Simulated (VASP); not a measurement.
A run of VASP 6.6.1 is set up as follows.

Contents of INCAR:

```
  PREC = Accurate
  ENCUT = 520
  EDIFF = 1E-8
  ISMEAR = -1
  SIGMA = 0.01
  LREAL = F
  LASPH = T
  NELM = 80
  ALGO = Normal
  ISIF = 2
  LWAVE = F
  LCHARG = F
  GGA = PE
  LEFG = T
  NBANDS = 33
```

Contents of KPOINTS:

```
regular mesh
0
Gamma
  6 6 9
```

File POSCAR:

```
TaN
1.0
    5.2999208842      0.0000000000      0.0000000000
   -2.6499604421      4.5898661238      0.0000000000
    0.0000000000      0.0000000000      2.9110000000
Ta N
3 3
Direct
    0.3333333333      0.6666666667      0.5000000000
    0.6666666667      0.3333333333      0.5000000000
    0.0000000000      0.0000000000      0.0000000000
    0.3928500000      0.0000000000      0.0000000000
    0.6071500000      0.6071500000      0.0000000000
    0.0000000000      0.3928500000      0.0000000000
```

Potentials or basis: VASP PAW PBE potentials, release 64 (Ta_pv, N).

Command:

```bash
$ cat potpaw_PBE.64/Ta_pv/POTCAR potpaw_PBE.64/N/POTCAR > POTCAR
$ mpirun -np 1 vasp_std > vasp.out
```

**Question.** Predict the band gap on the k mesh.

**Answer.** Zero (band 24 reaches 9.61 eV, above the bottom of band 25 at 6.61 eV).

**Question.** Estimate the largest force.

**Answer.** 0.204 eV/Å.

Forces in eV/Å, atoms in the order of the input:
```
Ta   0.000  0.000  0.000
Ta   0.000  0.000  0.000
Ta   0.000  0.000  0.000
N   -0.204  0.000  0.000
N    0.102  0.177  0.000
N    0.102 -0.177  0.000
```

Caveat: the cell differs from its parent crystal (equal xx and yy strain of +2 %); without QUAD_EFG the Cq values of the log hold for a quadrupole moment of 1 mb, not for the nuclei; spin-orbit coupling is left out, which moves the levels of the heavy elements.
